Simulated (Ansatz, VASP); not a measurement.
## Two plane-wave programs on Ag

```
Ag
1.0
     2.94010    0.00000    0.00000
    -1.47005    2.54620    0.00000
     0.00000    0.00000    4.76296
Ag
2
Cartesian
  0.0000 1.6975 1.1907
  1.4701 0.8487 3.5722
```

Change from the starting cell: shortest bond scaled by 1, PAW files.

Alike in both runs: task electric field gradients; functional r2SCAN; k mesh 12 × 12 × 6; occupations fermi-dirac, width 0.05 eV; no spin polarisation.

|  | VASP | Ansatz |
| --- | --- | --- |
| version | VASP 6.6.1 | Ansatz 0.2.0 |
| potentials or method | VASP PAW PBE potentials, release 64 (Ag) | PAW with Ansatz's default frozen-core files, scalar-relativistic |
| plane-wave cutoff (eV) | 520 | 500 |
| valence electrons in the cell | 22 | 38 |

|  | VASP | Ansatz | Ansatz less VASP |
| --- | --- | --- | --- |
| pressure (GPa) | -2.4 | -2.5 | -0.09 |
| traceless stress, the component that is largest in VASP (GPa) | 0.66 | 0.65 | -0.010 |
| size of Vzz on the site where it differs most (V/Å²) | 1.7 | 1.1 | -0.63 |

VASP's potentials were made for PBE, not for r2SCAN. VASP's potentials hold 22 valence electrons a cell and Ansatz's 38, so a difference there can come from the potentials and not from the codes.
